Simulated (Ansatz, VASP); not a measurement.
One calculation of Cd3Cl2, two programs

```xyz
10
Lattice="3.3863 0.0000 0.0000 0.0000 3.3863 0.0000 0.0000 0.0000 22.9616" Properties=species:S:1:pos:R:3 pbc="T T T"
Cd    1.6931    1.6931    2.2459
Cd    1.6931    1.6931    6.8344
Cd    1.6931    1.6931   11.4808
Cd    1.6931    1.6931   16.1272
Cd    1.6931    1.6931   20.7157
Cd    0.0000    0.0000    0.0000
Cl    0.0000    0.0000    3.8510
Cl    0.0000    0.0000    9.8940
Cl    0.0000    0.0000   13.0677
Cl    0.0000    0.0000   19.1107
```

Change from the starting cell: species swapped into the Li3Ag2 type (P4/mmm, No. 123).

Alike in both runs: functional PBE; k mesh 4 × 4 × 1; occupations gaussian, width 0.2 eV; no spin polarisation.

Ansatz relaxed the structure, and its values are those at the end. VASP's run is a single point on that final structure, the one shown.

```csv
,VASP,Ansatz
version,VASP 6.6.1,Ansatz 0.2.0
potentials or method,"VASP PAW PBE potentials, release 64 (Cd, Cl), cutoff 520 eV","scalar-relativistic, plane waves, PAW"
valence electrons in the cell,100,148
```

```tsv
	VASP	Ansatz	Ansatz less VASP
gap on the k mesh at the Fermi level (eV)	none	none	-
pressure (GPa)	0.1	0.0	-0.11
rms of the force components (eV/Å)	0.008	0.003	-0.0045
```

A gap of «none» marks a metal or a gap that the smearing closes. VASP's potentials hold 100 valence electrons a cell and Ansatz's 148, so a difference there can come from the potentials and not from the codes.

The k mesh is coarse, so the values compare programs but aren't converged.
